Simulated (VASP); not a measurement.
Hf3H: single point with PBE

Hf3H, a slab with vacuum:

```xyz
4
Lattice="3.0697 0.0000 0.0000 -1.0232 2.8942 0.0000 0.0000 0.0000 20.2814" Properties=species:S:1:pos:R:3 pbc="T T T"
Hf    1.0232    1.4471    4.0000
Hf    0.0000    0.0000    6.3956
Hf    1.0232    1.4471    8.7814
H     2.0465    2.8942    9.8478
```

| Item | Value |
| --- | --- |
| Program | VASP 6.6.1 |
| Task | single point |
| Functional | PBE |
| Potentials or basis | VASP PAW PBE potentials, release 64 (Hf_pv, H) |
| Cutoff | 520 eV |
| k mesh | 9 × 9 × 1 |
| Occupations | gaussian, width 0.1 eV |
| Spin | no spin polarisation |
| Dipole correction | yes |
| Further INCAR settings | ALGO = Normal; EDIFF = 1e-07; NBANDS = 24 |

```yaml
Largest_force: 0.325 eV/Å
```

Forces on the atoms (eV/Å):
```
Hf   0.000  0.000 -0.018
Hf   0.000  0.000 -0.306
Hf   0.000  0.000  0.325
H    0.000  0.000 -0.001
```

Levels at points of the mesh, in eV from the Fermi level:
```csv
k point,band 12,band 13,band 14,band 15,band 16,band 17,band 18,band 19,band 20,band 21
"(0.00, 0.00, 0.00)",-4.06,-1.52,-0.50,0.01,0.12,0.90,1.27,1.50,1.76,2.80
```

Wall time 2.7 min on 1 thread of Intel(R) Xeon(R) 6975P-C (Granite Rapids) (shared host), peak memory 0.33 GiB.

Caveat: spin-orbit coupling is left out, which moves the levels of the heavy elements.
